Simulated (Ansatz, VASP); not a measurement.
## Two plane-wave programs on Ta2Si

Contents of INCAR:

```
  PREC = Accurate
  ENCUT = 520
  EDIFF = 1E-7
  ISMEAR = 0
  SIGMA = 0.15
  LREAL = F
  LASPH = T
  NELM = 100
  ALGO = Fast
  ISIF = 2
  LWAVE = F
  LCHARG = F
  GGA = PS
  NBANDS = 35
```

File KPOINTS:

```
regular mesh
0
Gamma
  12 12 12
```

File POSCAR:

```
Ta2Si
1.0
   -2.8229065819      2.8229065819      2.3183074125
    2.8229065819     -2.8229065819      2.3183074125
    2.8229065819      2.8229065819     -2.3183074125
Ta Si
4 2
Direct
    0.6630661939      0.8369338061      0.5000000000
    0.8369338061      0.3369338061      0.1738676123
    0.3369338061      0.1630661939      0.5000000000
    0.1630661939      0.6630661939      0.8261323878
    0.2500000000      0.2500000000      0.0000000000
    0.7500000000      0.7500000000      0.0000000000
```

Input for Ansatz:

```yaml
crystal:
  lattice:
    - [-2.8229065819, 2.8229065819, 2.3183074125]
    - [2.8229065819, -2.8229065819, 2.3183074125]
    - [2.8229065819, 2.8229065819, -2.3183074125]
  atoms:
    - { symbol: Ta, position: [0.6630661939, 0.8369338061, 0.5] }
    - { symbol: Ta, position: [0.8369338061, 0.3369338061, 0.1738676123] }
    - { symbol: Ta, position: [0.3369338061, 0.1630661939, 0.5] }
    - { symbol: Ta, position: [0.1630661939, 0.6630661939, 0.8261323878] }
    - { symbol: Si, position: [0.25, 0.25, 0.0] }
    - { symbol: Si, position: [0.75, 0.75, 0.0] }
basis:
  ecutwfc: 420
kpoints:
  mp_grid: { grid: [12, 12, 12] }
hamiltonian:
  xc: pbesol
scf:
  occupations: { method: gaussian, width: 0.15 }
output:
  forces: true
  stress: true
  eigenvalues: true
  write_density: true
  write_potential: true
  elf: true
  volumetric_format: npy
```

Change from the starting cell: strain -0.080 along x and y, -0.080 along z, atoms carried along.

Alike in both runs: task single point; functional PBEsol; k mesh 12 × 12 × 12; occupations gaussian, width 0.15 eV; no spin polarisation.

|  | VASP | Ansatz |
| --- | --- | --- |
| version | VASP 6.6.1 | Ansatz 0.2.0 |
| potentials or method | VASP PAW PBE potentials, release 64 (Ta_pv, Si), cutoff 520 eV | scalar-relativistic, plane waves, PAW |
| valence electrons in the cell | 52 | 60 |

VASP gave:

```
gap on the k mesh at the Fermi level (eV)                     : none
pressure (GPa)                                                : 95.3
traceless stress, the component that is largest in VASP (GPa) : -0.79
rms of the force components (eV/Å)                            : 0.463
```

Which values does Ansatz return?

gap on the k mesh at the Fermi level (eV): none; pressure (GPa): 94.0; traceless stress, the component that is largest in VASP (GPa): -0.66; rms of the force components (eV/Å): 0.456.

VASP's potentials were made for PBE, not for PBEsol. Atom by atom the forces differ by 0.007 eV/Å (rms over components). A gap of «none» marks a metal or a gap that the smearing closes. Both programs put the cell under a high pressure, so it lies far from rest at this level. The functional is the same, so the differences come from potentials, cutoffs and numerics. VASP's potentials hold 52 valence electrons a cell and Ansatz's 60, so a difference there can come from the potentials and not from the codes.

Neither program's run includes spin-orbit coupling. Noted on VASP's run: the cell as given lies far from equilibrium.
